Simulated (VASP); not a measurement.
Wanted: the native input for a VASP 6.6.1 run.

```
Task                   : single point
Functional             : PBEsol
Potentials or basis    : VASP PAW PBE potentials, release 64 (Co, Zr_sv, O)
Cutoff                 : 600 eV
k mesh                 : 3 × 3 × 3
Occupations            : gaussian, width 0.05 eV
Spin                   : collinear spin
Starting moments       : [2.33, 0.0, 0.0, 0.0, 0.0, 0.0, 0.0, 0.0, 0.26, -0.01, 0.04, 0.0, 0.0, 0.0, 0.0, 0.03, 0.0, -0.01, -0.04, 0.0, 0.0, 0.0, 0.04, 0.0] μB
Hubbard terms          : Co d U = 4.0 eV
Dipole correction      : no
Further INCAR settings : ALGO = Normal; EDIFF = 1e-06; NBANDS = 116
```

The structure of Zr7CoO16 lies in POSCAR:

```
Zr7CoO16
1.0
   10.2840800000      0.0000000000      0.0000000000
    5.1420400000      5.2086900000      0.0000000000
    4.2956000000      0.0000000000      5.2419900000
Co Zr O
1 7 16
Direct
    0.0068164376      0.0505627012      0.1629537776
    0.5080195274      0.0439870511      0.2154572255
    0.9416031450      0.5346591041      0.3022182261
    0.4414473278      0.5464290120      0.2874111426
    0.4819110574      0.9559208534      0.7967311292
    0.9906037955      0.9571940525      0.7775257486
    0.5594141896      0.4490768270      0.7108376147
    0.0499764110      0.4697677826      0.7109948808
    0.7152919879      0.3130576863      0.3393078573
    0.1914957621      0.3273959310      0.3550381709
    0.9877961765      0.8322675682      0.1395582150
    0.4868615714      0.8188802391      0.1473549954
    0.8042713333      0.6829990648      0.6484462056
    0.3121987160      0.6689005449      0.6408994340
    0.5122593061      0.1771503312      0.8573374890
    0.0350697823      0.1631749052      0.8376627924
    0.6049262672      0.7632881829      0.4785407772
    0.1039099876      0.7687304478      0.4730795062
    0.1204446759      0.2408937279      0.0418843908
    0.6355852917      0.2454464963      0.0323107969
    0.8775599230      0.2733954474      0.5550209038
    0.3836414874      0.2511993655      0.5325270808
    0.3761263756      0.7281754582      0.9744082893
    0.8727694648      0.7374472192      0.9824933504
```

The input as run:

INCAR

```
SYSTEM = Zr7CoO16
  PREC = Accurate
  ENCUT = 600
  EDIFF = 1E-6
  ISMEAR = 0
  SIGMA = 0.05
  LREAL = .FALSE.
  LASPH = .TRUE.
  NELM = 200
  ALGO = Normal
  ISIF = 2
  LWAVE = .FALSE.
  LCHARG = .FALSE.
  ISPIN = 2
  MAGMOM = 2.33 0 0 0 0 0 0 0 0.26 -0.01 0.04 0 0 0 0 0.03 0 -0.01 -0.04 0 0 0 0.04 0
  LORBIT = 11
  LMAXMIX = 4
  LDAU = .TRUE.
  LDAUTYPE = 2
  LDAUL = 2 -1 -1
  LDAUU = 4 0 0
  LDAUJ = 0 0 0
  LDAUPRINT = 1
  GGA = PS
  NBANDS = 116
  GGA_COMPAT = .FALSE.
  KPAR = 4
```

KPOINTS

```
regular mesh
0
G
  3 3 3
  0 0 0
```

Potentials or basis: VASP PAW PBE potentials, release 64 (Co, Zr_sv, O).

Command:

```sh
$ cat potpaw_PBE.64/Co/POTCAR potpaw_PBE.64/Zr_sv/POTCAR potpaw_PBE.64/O/POTCAR > POTCAR
$ mpirun -np 4 vasp_std > vasp.out
```

Results of the run:

```yaml
Pressure: -3.0 GPa
Largest_force: 0.688 eV/Å
Band_gap_on_the_k_mesh: 0.52 eV, indirect (least direct gap 0.57 eV)
Net_moment: 5.00 μB per cell
Site_moments: Co +3.23; Zr +0.00, +0.01; O +0.33, +0.03, +0.36, +0.01, +0.02, +0.30, +0.08, +0.14, +0.06 μB
Valence_electrons_inside_the_program's_atomic_spheres: Co 7.87; Zr 9.68, 9.63, 9.64, 9.65, 9.69, 9.67; O 4.97, 5.08, 4.99, 5.07, 5.06, 5.03, 5.00, 5.01, 5.04
```

Caveat: the PAW data sets were made with another functional, which shifts forces and pressure a little; a cell with one magnetic atom can't hold antiferromagnetic order, which such compounds often take.

Wall time 15 min on 4 MPI ranks on Intel(R) Xeon(R) Platinum 8488C (Sapphire Rapids) (shared host), peak memory 1.4 GiB a rank.
